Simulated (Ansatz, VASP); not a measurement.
# Sc3Al: VASP beside Ansatz

```
Sc Al
1.0
     3.88263    0.00000    0.00000
     0.00000    3.88263    0.00000
     0.00000    0.00000    4.37479
Sc Al
3 1
Direct
  0.50000 0.00000 0.50000
  0.00000 0.50000 0.50000
  0.50000 0.50000 0.00000
  0.00000 0.00000 0.00000
```

Change from the starting cell: strain -0.1125 x Voigt [1, 1, 0, 0, 0, 0], atoms carried along.

Alike in both runs: task single point; functional PBEsol; k mesh 12 × 12 × 12; occupations gaussian, width 0.15 eV; no spin polarisation.

|  | VASP | Ansatz |
| --- | --- | --- |
| version | VASP 6.6.1 | Ansatz 0.2.0 |
| potentials or method | VASP PAW PBE potentials, release 64 (Sc_sv, Al), cutoff 520 eV | scalar-relativistic, plane waves, PAW |
| valence electrons in the cell | 36 | 36 |

|  | VASP | Ansatz | Ansatz less VASP |
| --- | --- | --- | --- |
| gap on the k mesh at the Fermi level (eV) | none | none | - |
| pressure (GPa) | 24.9 | 24.7 | -0.24 |
| traceless stress, the component that is largest in VASP (GPa) | -8.74 | -8.71 | +0.031 |

VASP's potentials were made for PBE, not for PBEsol. A gap of «none» marks a metal or a gap that the smearing closes. With one functional, cell and mesh, what is left measures potentials, basis and numerics.
